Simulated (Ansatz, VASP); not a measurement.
## One calculation of AlN, two programs

```
CELL_PARAMETERS angstrom
0.00000 2.20160 2.20160
2.20160 0.00000 2.20160
2.20160 2.20160 0.00000
ATOMIC_POSITIONS crystal
Al 0.00000 0.00000 0.00000
N 0.25000 0.25000 0.25000
```

Alike in both runs: task single point; functional PBE; k mesh 18 × 18 × 18; occupations fermi-dirac, width 0.08 eV; no spin polarisation.

|  | VASP | Ansatz |
| --- | --- | --- |
| version | VASP 6.6.1 | Ansatz 0.2.0 |
| potentials or method | VASP PAW PBE potentials, release 64 (Al, N), cutoff 520 eV | all-electron LAPW, scalar-relativistic |

|  | VASP | Ansatz | Ansatz less VASP |
| --- | --- | --- | --- |
| gap on the k mesh at the Fermi level (eV) | 3.30 | 3.31 | 0.000 |
| pressure (GPa) | -0.3 | -0.1 | +0.19 |

Ansatz ran all-electron here, and VASP with PAW potentials.
